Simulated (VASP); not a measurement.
Set up this calculation in VASP 6.6.1, as the native input.

```yaml
Task: relaxation of cell and atoms
Functional: PBE
Potentials_or_basis: VASP PAW PBE potentials, release 64 (In_d, Ga_d, P)
Cutoff: 600 eV
k_mesh: 6 × 6 × 2
Occupations: gaussian, width 0.1 eV
Spin: no spin polarisation
Dipole_correction: no
Further_INCAR_settings: ALGO = Normal; EDIFF = 1e-06; IBRION = 2; EDIFFG = -0.04; NSW = 90; ISIF = 3
```

The structure of In2GaP3 lies in POSCAR:

```
In2GaP3
1.0
    3.9391722500      0.0000000000      0.0000000000
   -1.9695861200      3.4114232400      0.0000000000
    0.0000000000      0.0000000000      9.6489620200
In Ga P
2 1 3
Direct
    0.6666666700      0.3333333300      0.8333333300
    0.3333333300      0.6666666700      0.1666666700
    0.0000000000      0.0000000000      0.5000000000
    0.3333333300      0.6666666700      0.6666666700
    0.6666666700      0.3333333300      0.3333333300
    0.0000000000      0.0000000000      0.0000000000
```

The input as run:

INCAR

```
SYSTEM = In2GaP3
PREC = Accurate ; ENCUT = 600
EDIFF = 1E-6 ; ISMEAR = 0
SIGMA = 0.1 ; LREAL = .False.
LASPH = .True. ; NELM = 100
ALGO = Normal ; ISIF = 3
LWAVE = .False. ; LCHARG = .False.
GGA = PE ; IBRION = 2
NSW = 90 ; EDIFFG = -0.04
```

KPOINTS

```
regular mesh
0
Gamma
  6 6 2
  0 0 0
```

Potentials or basis: VASP PAW PBE potentials, release 64 (In_d, Ga_d, P).

Run with:

```sh
$ cat potpaw_PBE.64/In_d/POTCAR potpaw_PBE.64/Ga_d/POTCAR potpaw_PBE.64/P/POTCAR > POTCAR
$ mpirun -np 1 vasp_std > vasp.out
```

It gave:

```yaml
Relaxed_volume: 19.84 Å³/atom
Relaxed_cell: a = 3.806 Å, b = 3.806 Å, c = 9.488 Å, α = 90.00°, β = 90.00°, γ = 120.00°
Space_group_after_relaxing_to_0.1_Å: P-3m1 (No. 164)
Energy_gained_by_relaxing: 51.2 meV/atom
Ionic_steps: 10
Pressure_after_relaxing: 0.0 GPa
Largest_force_after_relaxing: 0.023 eV/Å
Band_gap_on_the_k_mesh: zero (bands 27 and 28 overlap by 1.02 eV)
```

Caveat: spin-orbit coupling is left out, which moves the levels of the heavy elements.

Run time: 25 min on 1 thread of Intel Xeon 8259CL, on a shared host, peak memory 0.33 GiB.
